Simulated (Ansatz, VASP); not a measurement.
**AlN: VASP beside Ansatz**

Contents of INCAR:

```
AGGAC = 1.0 ; AGGAX = 1.0
ALDAC = 0.0 ; ALDAX = 1.0
ALGO = Normal ; EDIFF = 1E-6
ENCUT = 520 ; GGA = B5
ISIF = 2 ; ISMEAR = 0
LASPH = True ; LCHARG = False
LREAL = False ; LWAVE = False
NBANDS = 11 ; NELM = 100
PREC = Accurate ; SIGMA = 0.01
```

Contents of KPOINTS:

```
k-points
0
Gamma
  8 8 8
```

The input POSCAR:

```
AlN
1.0
    0.0000000000      2.1839940000      2.1839940000
    2.1839940000      0.0000000000      2.1839940000
    2.1839940000      2.1839940000      0.0000000000
Al N
1 1
Direct
    0.0000000000      0.0000000000      0.0000000000
    0.7500000000      0.7500000000      0.7500000000
```

Input for Ansatz:

```yaml
crystal:
  lattice:
    - [0.0, 2.183994, 2.183994]
    - [2.183994, 0.0, 2.183994]
    - [2.183994, 2.183994, 0.0]
  atoms:
    - { symbol: Al, position: [0.0, 0.0, 0.0] }
    - { symbol: "N", position: [0.75, 0.75, 0.75] }
kpoints:
  mp_grid:
    grid: [8, 8, 8]
hamiltonian:
  xc: blyp
  pseudopotentials:
    kind: paw
scf:
  occupations:
    method: fixed
output:
  stress: true
```

Alike in both runs: task single point; functional BLYP; k mesh 8 × 8 × 8; no spin polarisation.

|  | VASP | Ansatz |
| --- | --- | --- |
| version | VASP 6.6.1 | Ansatz 0.2.0 |
| potentials or method | VASP PAW PBE potentials, release 64 (Al, N) | plane waves, PAW |
| plane-wave cutoff (eV) | 520 | 420 |
| occupations | gaussian, width 0.01 eV | fixed |
| valence electrons in the cell | 8 | 8 |

|  | VASP | Ansatz | Ansatz less VASP |
| --- | --- | --- | --- |
| pressure (GPa) | 8.3 | 7.8 | -0.51 |

VASP's potentials were made for PBE, not for BLYP.
